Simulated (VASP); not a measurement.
**Al: single point with PBE**

Crystal: Al.

```
Al
1.0
    -1.45212    1.45212    1.45212
     1.45212   -1.45212    1.45212
     1.45212    1.45212   -1.45212
Al
1
Direct
  0.00000 0.00000 0.00000
```

```yaml
Program: VASP 6.6.1
Task: single point
Functional: PBE
Potentials_or_basis: VASP PAW PBE potentials, release 64 (Al)
Cutoff: 500 eV
k_mesh: 10 × 10 × 10
Occupations: gaussian, width 0.1 eV
Spin: no spin polarisation
```

```yaml
Pressure: 44.2 GPa
```

Levels at points of the mesh, in eV from the Fermi level:
| k point | band 1 | band 2 | band 3 | band 4 | band 5 | band 6 |
| --- | --- | --- | --- | --- | --- | --- |
| (0.00, 0.00, 0.00) | -13.37 | 15.24 | 15.24 | 15.24 | 18.82 | 18.82 |
| (0.50, 0.00, 0.00) | -5.49 | -4.26 | 9.01 | 10.81 | 12.23 | 14.29 |
| (0.50, 0.50, 0.50) | 2.43 | 2.43 | 2.52 | 2.52 | 2.52 | 9.75 |

Wall time 7.5 s on 1 thread of AMD EPYC 7R13, with other jobs on the host, peak memory 0.08 GiB.
